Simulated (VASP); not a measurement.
Write the native input for VASP 6.6.1 that does the following.

- Task: single point
- Functional: r2SCAN
- Potentials or basis: VASP PAW PBE potentials, release 64 (Zn, Cu)
- Cutoff: 520 eV
- k mesh: 11 × 11 × 11
- Occupations: fermi-dirac, width 0.1 eV
- Spin: no spin polarisation
- Dipole correction: no
- Further INCAR settings: ALGO = Normal; EDIFF = 1e-06; NBANDS = 18

ZnCu:

```
Zn Cu
1.0
     2.89972    0.00000    0.00000
     0.00000    2.89972    0.00000
     0.00000    0.00000    2.89972
Zn Cu
1 1
Direct
  0.50000 0.50000 0.50000
  0.00000 0.00000 0.00000
```

The input as run:

POSCAR

```
ZnCu
1.0
    2.8997173800      0.0000000000      0.0000000000
    0.0000000000      2.8997173800      0.0000000000
    0.0000000000      0.0000000000      2.8997173800
Zn Cu
1 1
Direct
    0.5000000000      0.5000000000      0.5000000000
    0.0000000000      0.0000000000      0.0000000000
```

INCAR.step1

```
SYSTEM = ZnCu
  ALGO = Normal
  EDIFF = 1E-4
  ENCUT = 520
  GGA = PE
  ISMEAR = -1
  LASPH = .True.
  LCHARG = .False.
  LREAL = .False.
  LWAVE = .True.
  NBANDS = 18
  NELM = 80
  PREC = Accurate
  SIGMA = 0.1
```

INCAR.step2

```
SYSTEM = ZnCu
  ALGO = Normal
  EDIFF = 1E-6
  ENCUT = 520
  ISIF = 2
  ISMEAR = -1
  ISTART = 1
  LASPH = .True.
  LCHARG = .False.
  LMIXTAU = .True.
  LREAL = .False.
  LWAVE = .False.
  METAGGA = R2SCAN
  NBANDS = 18
  NELM = 80
  PREC = Accurate
  SIGMA = 0.1
```

KPOINTS

```
k-points
0
Gamma
  11 11 11
  0 0 0
```

Potentials or basis: VASP PAW PBE potentials, release 64 (Zn, Cu).

The run is started by

```bash
$ cat potpaw_PBE.64/Zn/POTCAR potpaw_PBE.64/Cu/POTCAR > POTCAR
$ cp INCAR.step1 INCAR
$ mpirun -np 1 vasp_std > vasp.out
$ cp INCAR.step2 INCAR
$ mpirun -np 1 vasp_std > vasp.out
```

Results of the run:

```yaml
Pressure: 3.3 GPa
```

Caveat: the PAW data sets were made with another functional, which shifts forces and pressure a little.

Wall time 47 s on 1 thread of Intel(R) Xeon(R) Platinum 8488C (Sapphire Rapids) (shared host), peak memory 0.15 GiB.
